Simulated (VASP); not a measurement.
Input of a VASP 6.6.1 run:

File INCAR:

```
ALGO = Normal
EDIFF = 1E-6
ENCUT = 520
ISIF = 2
ISMEAR = -1
LASPH = True
LCHARG = True
LELF = True
LREAL = False
LVHAR = True
LWAVE = False
NBANDS = 15
NELM = 100
PREC = Accurate
SIGMA = 0.02
```

File KPOINTS:

```
k-points
0
Gamma
  12 12 10
```

Contents of POSCAR:

```
TaN
1.0
    2.9379988584      0.0000000000      0.0000000000
   -1.4689994292      2.5443816477      0.0000000000
    0.0000000000      0.0000000000      2.8253400000
Ta N
1 1
Direct
    0.3333333333      0.6666666667      0.5000000000
    0.0000000000      0.0000000000      0.0000000000
```

Potentials or basis: VASP PAW LDA potentials, release 64 (Ta_pv, N).

Command:

```sh
$ cat potpaw_LDA.64/Ta_pv/POTCAR potpaw_LDA.64/N/POTCAR > POTCAR
$ mpirun -np 1 vasp_std > vasp.out
```

(1) What does it give for the pressure?

(2) What does it give for the band gap on the k mesh?

## Answers

(1) -1.9 GPa.

(2) zero (band 8 reaches 8.68 eV, above the bottom of band 9 at 8.23 eV).

Caveat: the cell differs from its parent crystal (zz strain of -2 %); spin-orbit coupling is left out, which moves the levels of the heavy elements.
